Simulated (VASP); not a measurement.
BaTaH4:

```xyz
6
Lattice="3.0056 0.0000 0.0000 0.0000 3.2664 0.0000 0.0000 0.0000 6.8217" Properties=species:S:1:pos:R:3 pbc="T T T"
Ba    0.0000    0.0000    6.6398
Ta    0.0000    1.6332    3.0886
H     1.5028    0.0000    2.5355
H     1.5028    1.6332    5.7914
H     1.5028    1.6332    1.6623
H     1.5028    0.0000    4.1585
```

- Program: VASP 6.6.1
- Task: relaxation of cell and atoms
- Functional: PBE
- Potentials or basis: VASP PAW PBE potentials, release 64 (Ba_sv, Ta_pv, H)
- Cutoff: 600 eV
- k mesh: 12 × 12 × 6
- Occupations: gaussian, width 0.1 eV
- Spin: no spin polarisation

At the start: pressure 1.8 GPa; volume 11.16 Å³/atom.

Q: Where does the relaxation end?

A: Over 15 steps the energy falls by 2.5 meV/atom and the volume is 11.39 Å³/atom (+2.0 %); space group Pmm2 (No. 25, to 0.1 Å) before and after.

Step by step:
```tsv
step	energy change (eV)	largest force (eV/Å)	pressure (GPa)	volume (Å³)
1	0.0000	0.1191	1.76	66.97
2	-0.0096	0.1124	0.21	68.17
3	-0.0100	0.1169	-0.16	68.47
4	-0.0118	0.0766	-0.10	68.52
5	-0.0126	0.0658	0.02	68.57
6	-0.0133	0.0459	-0.01	68.61
7	-0.0141	0.0314	-0.09	68.69
8	-0.0143	0.0309	0.02	68.57
9	-0.0144	0.0300	0.18	68.37
10	-0.0145	0.0266	0.15	68.37
11	-0.0147	0.0163	0.06	68.37
12	-0.0147	0.0226	-0.13	68.37
13	-0.0148	0.0125	-0.03	68.37
14	-0.0149	0.0110	-0.02	68.35
15	-0.0149	0.0085	0.00	68.32
```

Final structure:
```
Ba Ta H
1.0
     3.02261    0.00000    0.00000
     0.00000    3.30631    0.00000
     0.00000    0.00000    6.83639
Ba Ta H
1 1 4
Direct
  0.00000 0.00000 0.97045
  0.00000 0.50000 0.45241
  0.50000 0.00000 0.37790
  0.50000 0.50000 0.84064
  0.50000 0.50000 0.24891
  0.50000 0.00000 0.60969
```
